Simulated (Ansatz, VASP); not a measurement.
## Sb: VASP beside Ansatz

INCAR

```
SYSTEM = Sb
PREC     = Accurate       ! precision mode
ENCUT    = 600            ! plane-wave cutoff, eV
EDIFF    = 1E-7           ! SCF threshold, eV
ISMEAR   = -1             ! smearing method
SIGMA    = 0.05           ! smearing width, eV
LREAL    = .FALSE.        ! projectors in reciprocal space
LASPH    = .TRUE.         ! aspherical terms in the spheres
NELM     = 100            ! most SCF steps
ALGO     = Normal         ! electronic algorithm
ISIF     = 3              ! what is computed and relaxed
LWAVE    = .FALSE.        ! write WAVECAR
LCHARG   = .FALSE.        ! write CHGCAR
GGA      = PS             ! functional
IBRION   = 2              ! ionic algorithm
NSW      = 60             ! ionic steps
EDIFFG   = -0.01          ! ionic threshold
```

KPOINTS

```
Automatic mesh
0
G
  10 10 10
  0 0 0
```

The input POSCAR:

```
Sb
1.0
    0.0000000000      2.3712425216      2.3712425216
    2.3712425216      0.0000000000      2.3712425216
    2.3712425216      2.3712425216      0.0000000000
Sb
1
Direct
    0.0000000000      0.0000000000      0.0000000000
```

File input.yaml:

```yaml
crystal:
  lattice:
    - [0.0, 2.3712425216, 2.3712425216]
    - [2.3712425216, 0.0, 2.3712425216]
    - [2.3712425216, 2.3712425216, 0.0]
  atoms:
    - { symbol: Sb, position: [0.0, 0.0, 0.0] }
hamiltonian:
  xc: pbesol
  pseudopotentials: { kind: paw }
kpoints:
  mp_grid: { grid: [10, 10, 10] }
scf:
  occupations: { method: fermi_dirac, width: 0.05 }
output:
  forces: true
  stress: true
  eigenvalues: true
  write_density: true
  write_potential: true
  elf: true
  volumetric_format: npy
relax:
  f_tol: 0.01
  max_steps: 40
  cell: { stress_tol: 0.05 }
```

Alike in both runs: task relaxation of cell and atoms; functional PBEsol; k mesh 10 × 10 × 10; occupations fermi-dirac, width 0.05 eV; no spin polarisation.

```csv
,VASP,Ansatz
version,VASP 6.6.1,Ansatz 0.2.0
potentials or method,"VASP PAW PBE potentials, release 64 (Sb)",Ansatz PAW
plane-wave cutoff (eV),600,420
valence electrons in the cell,5,15
```

VASP gave:

```
gap on the k mesh at the Fermi level, each at its own relaxed structure (eV) : none
relaxed volume (Å³/atom)                                                     : 26.13
relaxed cell length with the largest relative difference (Å)                 : 3.331
```

What did Ansatz give for the same quantities?

gap on the k mesh at the Fermi level, each at its own relaxed structure (eV): none; relaxed volume (Å³/atom): 26.15; relaxed cell length with the largest relative difference (Å): 3.332.

VASP's potentials were made for PBE, not for PBEsol. A gap of «none» marks a metal or a gap that the smearing closes. VASP's potentials hold 5 valence electrons a cell and Ansatz's 15, so a difference there can come from the potentials and not from the codes.

Neither program's run includes spin-orbit coupling. Noted on Ansatz's run: the plane-wave basis is chosen anew once the cell has moved, so the energies of steps on either side of that aren't comparable.
